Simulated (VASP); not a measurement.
# Zn (Im-3m) in VASP: further runs

The runs below take Zn through relaxation of cell and atoms, with r2SCAN.

All numbers are computed with VASP 6.6.1; they aren't measurements. Logs are shortened: lines on timing, memory, paths and dates and some standing lists are left out, and cuts for length are marked.

## Step 1: The cell of the first run

The structure is cubic, space group Im-3m (No. 229). Conventional cell: a = 3.130 Å, b = 3.130 Å, c = 3.130 Å, α = 90.00°, β = 90.00°, γ = 90.00°. Zn (site symmetry m-3m) has 14 Zn at 2.71 to 3.13 Å within 3.6 Å.

This isn't the form of Zn at room conditions, which is hcp.

## Step 2: Relaxation of cell and atoms, r2SCAN

POSCAR reads:

```
Zn
1.0
   -1.5650000000      1.5650000000      1.5650000000
    1.5650000000     -1.5650000000      1.5650000000
    1.5650000000      1.5650000000     -1.5650000000
Zn
1
Direct
    0.0000000000      0.0000000000      0.0000000000
```

INCAR.step1 reads:

```
SYSTEM = Zn
PREC = Accurate ; ENCUT = 550
ISMEAR = -1 ; SIGMA = 0.1
LREAL = .False. ; LASPH = .True.
NELM = 120 ; GGA = PE
ALGO = Normal ; EDIFF = 1E-5
LWAVE = .True. ; LCHARG = .False.
GGA_COMPAT = .False. ; IBRION = 2
ISIF = 3 ; EDIFFG = -0.005
NELMIN = 4 ; NSW = 100
```

INCAR.step2 reads:

```
SYSTEM = Zn
PREC = Accurate ; ENCUT = 550
EDIFF = 1E-7 ; ISMEAR = -1
SIGMA = 0.1 ; LREAL = .False.
LASPH = .True. ; NELM = 120
ALGO = Normal ; ISIF = 3
LWAVE = .False. ; LCHARG = .False.
METAGGA = R2SCAN ; LMIXTAU = .True.
IBRION = 2 ; NSW = 80
EDIFFG = -0.01 ; ISTART = 1
GGA_COMPAT = .False. ; NELMIN = 4
```

KPOINTS reads:

```
Automatic mesh
0
Gamma
  19 19 19
  0 0 0
```

Potentials or basis: VASP PAW PBE potentials, release 64 (Zn).

Command:

```
> cat potpaw_PBE.64/Zn/POTCAR > POTCAR
> cp INCAR.step1 INCAR
> mpirun -np 1 vasp_std > vasp.out
> cp INCAR.step2 INCAR
> mpirun -np 1 vasp_std > vasp.out
```

OUTCAR:

```text
SYSTEM = Zn
   PREC = Accurate
   ENCUT = 550
   EDIFF = 1E-7
   ISMEAR = -1
   LREAL = .False.
   LASPH = .True.
   NELM = 120
   ISIF = 3
   METAGGA = R2SCAN
   IBRION = 2
   NSW = 80
   EDIFFG = -0.01
   ISTART = 1
   NELMIN = 4

 ion  position               nearest neighbor table
   1  0.000  0.000  0.000-

  LATTYP: Found a body centered cubic cell.
 ALAT       =     3.1300000000

  Lattice vectors:

 A1 = (  -1.5650000000,   1.5650000000,   1.5650000000)
 A2 = (   1.5650000000,  -1.5650000000,   1.5650000000)
 A3 = (   1.5650000000,   1.5650000000,  -1.5650000000)

Analysis of symmetry for initial positions (statically):
=====================================================================
 Subroutine PRICEL returns:
 Original cell was already a primitive cell.

 Routine SETGRP: Setting up the symmetry group for a
 body centered cubic supercell.

 Subroutine GETGRP returns: Found 48 space group operations
 (whereof 48 operations were pure point group operations)
 out of a pool of 48 trial point group operations.

The static configuration has the point symmetry O_h .

Analysis of symmetry for dynamics (positions and initial velocities):
=====================================================================
 Subroutine PRICEL returns:
 Original cell was already a primitive cell.

 Routine SETGRP: Setting up the symmetry group for a
 body centered cubic supercell.

 Subroutine GETGRP returns: Found 48 space group operations
 (whereof 48 operations were pure point group operations)
 out of a pool of 48 trial point group operations.

The dynamic configuration has the point symmetry O_h .

 Subroutine INISYM returns: Found 48 space group operations
 (whereof 48 operations are pure point group operations),
 and found     1 'primitive' translations

----------------------------------------------------------------------------------------

                                     Primitive cell

  volume of cell :      15.3321

  direct lattice vectors                    reciprocal lattice vectors
    -1.565000000  1.565000000  1.565000000     0.000000000  0.319488818  0.319488818
[... 141 lines left out ...]
  Total       -0.3723424     -0.3723424     -0.3723424      0.0000000      0.0000000     -0.0000000
  in kB      -38.9089970    -38.9089970    -38.9089970      0.0000000      0.0000000     -0.0000000
  external PRESSURE =     -38.9089970 kB  Pullay stress =       0.0000000 kB

 VOLUME and BASIS-vectors are now :
 -----------------------------------------------------------------------------
  energy-cutoff  :      550.00
  volume of cell :       15.33
      direct lattice vectors                 reciprocal lattice vectors
    -1.565000000  1.565000000  1.565000000     0.000000000  0.319488818  0.319488818
     1.565000000 -1.565000000  1.565000000     0.319488818  0.000000000  0.319488818
     1.565000000  1.565000000 -1.565000000     0.319488818  0.319488818  0.000000000

 POSITION                                       TOTAL-FORCE (eV/Angst)
 -----------------------------------------------------------------------------------
      0.00000      0.00000      0.00000         0.000000     -0.000000      0.000000
 -----------------------------------------------------------------------------------
    total drift:                                0.000000      0.000000      0.000000

  FREE ENERGIE OF THE ION-ELECTRON SYSTEM (eV)
  ---------------------------------------------------
  free  energy   TOTEN  =        -8.7928047317 eV

  energy  without entropy=       -8.7822230523  energy(sigma->0) =       -8.78751389

--------------------------------------- Ionic step        2  -------------------------------------------

 number of electron      12.0000002 magnetization

 Free energy of the ion-electron system (eV)
  ---------------------------------------------------
  ext. energy  EPLUGINS =         0.00000000
  ---------------------------------------------------
  free energy    TOTEN  =        -8.80418977 eV

  energy without entropy =       -8.79352013  energy(sigma->0) =       -8.79885495

 E-fermi :   3.5762     XC(G=0): -12.9628

 val. band max:        3.5742230387   @ k =   0.3158   0.2105   0.1579
 cond. band min:       3.5981234308   @ k =   0.3684   0.1579   0.0526
 fundamental gap:      0.0239003921
 Fermi energy:         3.5761512738

 k-point     1 :       0.0000    0.0000    0.0000
  band No.  band energies     occupation
      1      -7.9358      2.00000
      2      -4.8395      2.00000
      3      -4.8395      2.00000
      4      -4.8395      2.00000
      5      -4.2814      2.00000
      6      -4.2814      2.00000
      7      24.6580      0.00000
      8      24.6580      0.00000
      9      24.6580      0.00000
     10      25.6846      0.00000
[... 287 lines left out ...]
 k-point    24 :       0.3158    0.1053   -0.0000
  band No.  band energies     occupation
      1      -5.4792      2.00000
      2      -5.1106      2.00000
      3      -4.3885      2.00000
      4      -4.3291      2.00000
      5      -4.1647      2.00000
      6      -2.2549      2.00000
      7       7.0245      0.00000
      8      13.8146      0.00000
      9      16.9298      0.00000
     10      21.9158      0.00000

 [... further k-points ...]

------------------------ aborting loop because EDIFF is reached ----------------------------------------

  FORCE on cell =-STRESS in cart. coord.  units (eV):
  Direction    XX          YY          ZZ          XY          YZ          ZX
  --------------------------------------------------------------------------------------
  -------------------------------------------------------------------------------------
  Total       -0.0089765     -0.0089765     -0.0089765      0.0000000      0.0000000     -0.0000000
  in kB       -0.9904409     -0.9904409     -0.9904409      0.0000000      0.0000000     -0.0000000
  external PRESSURE =      -0.9904409 kB  Pullay stress =       0.0000000 kB

 VOLUME and BASIS-vectors are now :
 -----------------------------------------------------------------------------
  energy-cutoff  :      550.00
  volume of cell :       14.52
      direct lattice vectors                 reciprocal lattice vectors
    -1.536888242  1.536888242  1.536888242     0.000000000  0.325332699  0.325332699
     1.536888242 -1.536888242  1.536888242     0.325332699  0.000000000  0.325332699
     1.536888242  1.536888242 -1.536888242     0.325332699  0.325332699  0.000000000

 POSITION                                       TOTAL-FORCE (eV/Angst)
 -----------------------------------------------------------------------------------
     -1.53689      1.53689      1.53689        -0.000000      0.000000      0.000000
 -----------------------------------------------------------------------------------
    total drift:                               -0.000000     -0.000000      0.000000

  FREE ENERGIE OF THE ION-ELECTRON SYSTEM (eV)
  ---------------------------------------------------
  free  energy   TOTEN  =        -8.8041897658 eV

  energy  without entropy=       -8.7935201272  energy(sigma->0) =       -8.79885495

 reached required accuracy - stopping structural energy minimisation
```

OSZICAR.step1:

```text
N       E                     dE             d eps       ncg     rms          rms(c)
DAV:   1     0.360305496026E+02    0.36031E+02   -0.71018E+03  4456   0.196E+03
DAV:   2    -0.417554137036E+00   -0.36448E+02   -0.34958E+02  4482   0.210E+02
[... 35 lines left out ...]
   5 F= -.10295605E+01 E0= -.10243555E+01  d E =-.219851E-03
       N       E                     dE             d eps       ncg     rms          rms(c)
DAV:   1    -0.103100452995E+01   -0.14439E-02   -0.17891E-02  4950   0.286E+00    0.268E-01
DAV:   2    -0.102974637573E+01    0.12582E-02   -0.61852E-03  4894   0.176E+00    0.871E-02
DAV:   3    -0.102963038043E+01    0.11600E-03   -0.62037E-05  4576   0.150E-01    0.471E-02
DAV:   4    -0.102958076257E+01    0.49618E-04   -0.14966E-05  3774   0.647E-02    0.108E-03
DAV:   5    -0.102958122161E+01   -0.45904E-06   -0.19004E-06  2220   0.119E-02
   6 F= -.10295812E+01 E0= -.10243849E+01  d E =-.240561E-03
```

Run time: 2.4 min. Hardware: 1 thread of Intel Xeon 6975P-C (Granite Rapids), shared host; peak memory 0.17 GiB.

What came out:

- Free energy: -8.8042 eV
- Relaxed volume: 14.52 Å³/atom
- Relaxed cell: a = 2.662 Å, b = 2.662 Å, c = 2.662 Å, α = 109.47°, β = 109.47°, γ = 109.47°
- Space group after relaxing (to 0.1 Å): Im-3m (No. 229)
- Energy gained by relaxing: 11.4 meV/atom
- Ionic steps: 2
- Pressure after relaxing: -0.1 GPa
- Band gap on the k mesh: zero (bands 6 and 7 overlap by 4.86 eV)

The path:
| step | energy change (eV) | largest force (eV/Å) | pressure (GPa) | volume (Å³) |
| --- | --- | --- | --- | --- |
| 1 | 0.0000 | 0.0000 | -3.89 | 15.33 |
| 2 | -0.0114 | 0.0000 | -0.10 | 14.52 |

Final structure:
```
Zn
1.0
    -1.53689    1.53689    1.53689
     1.53689   -1.53689    1.53689
     1.53689    1.53689   -1.53689
Zn
1
Cartesian
  -1.5369 1.5369 1.5369
```

Caveat: the PAW data sets were made with another functional, which shifts forces and pressure a little.

## Step 3: Relaxation of cell and atoms, r2SCAN, target pressure 15 GPa, at which the enthalpy is minimised

POSCAR is that of step 2.

INCAR.step1 is that of step 2.

Changes to INCAR.step2 since step 2:

```diff
@@ -9,3 +9,4 @@
 IBRION = 2 ; NSW = 80
-EDIFFG = -0.01 ; ISTART = 1
-GGA_COMPAT = .False. ; NELMIN = 4
+EDIFFG = -0.01 ; PSTRESS = 150.0
+ISTART = 1 ; GGA_COMPAT = .False.
+NELMIN = 4
```

KPOINTS is that of step 2.

Potentials or basis: VASP PAW PBE potentials, release 64 (Zn).

Command:

```
> cat potpaw_PBE.64/Zn/POTCAR > POTCAR
> cp INCAR.step1 INCAR
> mpirun -np 1 vasp_std > vasp.out
> cp INCAR.step2 INCAR
> mpirun -np 1 vasp_std > vasp.out
```

OUTCAR:

```text
SYSTEM = Zn
   PREC = Accurate
   ENCUT = 550
   EDIFF = 1E-7
   ISMEAR = -1
   LREAL = .False.
   LASPH = .True.
   NELM = 120
   ISIF = 3
   METAGGA = R2SCAN
   IBRION = 2
   NSW = 80
   EDIFFG = -0.01
   PSTRESS = 150.0
   ISTART = 1
   NELMIN = 4

 ion  position               nearest neighbor table
   1  0.000  0.000  0.000-

  LATTYP: Found a body centered cubic cell.
 ALAT       =     3.1300000000

  Lattice vectors:

 A1 = (  -1.5650000000,   1.5650000000,   1.5650000000)
 A2 = (   1.5650000000,  -1.5650000000,   1.5650000000)
 A3 = (   1.5650000000,   1.5650000000,  -1.5650000000)

Analysis of symmetry for initial positions (statically):
=====================================================================
 Subroutine PRICEL returns:
[... 370 lines left out ...]
 cond. band min:       4.7568671217   @ k =   0.2632   0.2105   0.2105
 fundamental gap:      0.0176982316
 Fermi energy:         4.7492215737

 k-point     1 :       0.0000    0.0000    0.0000
  band No.  band energies     occupation
      1      -8.0748      2.00000
      2      -4.2353      2.00000
      3      -4.2353      2.00000
      4      -4.2353      2.00000
      5      -3.5382      2.00000
      6      -3.5382      2.00000
      7      27.9156      0.00000
      8      27.9156      0.00000
      9      28.1997      0.00000
     10      28.1997      0.00000
[... 287 lines left out ...]
 k-point    24 :       0.3158    0.1053   -0.0000
  band No.  band energies     occupation
      1      -5.1234      2.00000
      2      -4.5883      2.00000
      3      -3.7126      2.00000
      4      -3.6032      2.00000
      5      -3.3999      2.00000
      6      -1.6695      2.00000
      7       8.4748      0.00000
      8      15.7902      0.00000
      9      19.1170      0.00000
     10      24.4034      0.00000

 [... further k-points ...]

------------------------ aborting loop because EDIFF is reached ----------------------------------------

  FORCE on cell =-STRESS in cart. coord.  units (eV):
  Direction    XX          YY          ZZ          XY          YZ          ZX
  --------------------------------------------------------------------------------------
  -------------------------------------------------------------------------------------
  Total        1.1911497      1.1911497      1.1911497     -0.0000000     -0.0000000      0.0000000
  in kB      149.6069591    149.6069591    149.6069591     -0.0000000     -0.0000000      0.0000000
  external PRESSURE =      -0.3930409 kB  Pullay stress =     150.0000000 kB
[... 20 lines left out ...]
  energy  without entropy=       -8.7252835607  energy(sigma->0) =       -8.73039599

  enthalpy is  TOTEN    =        -7.5412293737 eV   P V=        1.1942790424

 reached required accuracy - stopping structural energy minimisation
```

OUTCAR.step1:

```text
SYSTEM = Zn
   PREC = Accurate
   ENCUT = 550
   ISMEAR = -1
   LREAL = .False.
   LASPH = .True.
   NELM = 120
   GGA = PE
[... 703 lines left out ...]
  -------------------------------------------------------------------------------------
  Total        0.0036809      0.0036809      0.0036809      0.0000000     -0.0000000      0.0000000
  in kB        0.3811964      0.3811964      0.3811964      0.0000000     -0.0000000      0.0000000
  external PRESSURE =       0.3811964 kB  Pullay stress =       0.0000000 kB
[... 16 lines left out ...]
  FREE ENERGIE OF THE ION-ELECTRON SYSTEM (eV)
  ---------------------------------------------------
  free  energy   TOTEN  =        -1.0295812216 eV

  energy  without entropy=       -1.0191886767  energy(sigma->0) =       -1.02438495

 reached required accuracy - stopping structural energy minimisation
```

Run time: 8.5 min. Hardware: 1 thread of Intel Xeon 6975P-C (Granite Rapids), shared host; peak memory 0.19 GiB.

Results:

* Free energy: -8.7355 eV
* Relaxed volume: 12.76 Å³/atom
* Relaxed cell: a = 2.549 Å, b = 2.549 Å, c = 2.549 Å, α = 109.47°, β = 109.47°, γ = 109.47°
* Space group after relaxing (to 0.1 Å): Im-3m (No. 229)
* Energy change on relaxing (the run minimises the enthalpy): +57.3 meV/atom
* Ionic steps: 15
* Pressure after relaxing: 15.0 GPa
* Band gap on the k mesh: zero (bands 6 and 7 overlap by 4.80 eV)

The path:
| step | energy change (eV) | largest force (eV/Å) | pressure (GPa) | volume (Å³) |
| --- | --- | --- | --- | --- |
| 1 | 0.0000 | 0.0000 | -3.89 | 15.33 |
| 2 | 0.2107 | 0.0000 | 31.67 | 11.66 |
| 3 | 0.0594 | 0.0000 | 15.18 | 12.73 |
| 4 | 0.0550 | 0.0000 | 14.61 | 12.78 |
| 5 | 0.0550 | 0.0000 | 14.61 | 12.78 |
| 6 | 0.0553 | 0.0000 | 14.66 | 12.78 |
| 7 | 0.0553 | 0.0000 | 14.65 | 12.78 |
| 8 | 0.0553 | 0.0000 | 14.65 | 12.78 |
| 9 | 0.0553 | 0.0000 | 14.66 | 12.78 |
| 10 | 0.0553 | 0.0000 | 14.65 | 12.78 |
| 11 | 0.0554 | 0.0000 | 14.66 | 12.78 |
| 12 | 0.0555 | 0.0000 | 14.68 | 12.78 |
| 13 | 0.0558 | 0.0000 | 14.73 | 12.77 |
| 14 | 0.0563 | 0.0000 | 14.80 | 12.77 |
| 15 | 0.0573 | 0.0000 | 14.96 | 12.76 |

Final structure:
```xyz
1
Lattice="-1.4719 1.4719 1.4719 1.4719 -1.4719 1.4719 1.4719 1.4719 -1.4719" Properties=species:S:1:pos:R:3 pbc="T T T"
Zn    0.0000    0.0000    0.0000
```

Caveat: the cell is relaxed towards a set pressure, so the run minimises the enthalpy, not the energy; the volume moved by over 15 % at a fixed basis, so the end points are rough; the PAW data sets were made with another functional, which shifts forces and pressure a little.

The gap in the log of VASP goes by the Fermi energy; the results here count the filled bands.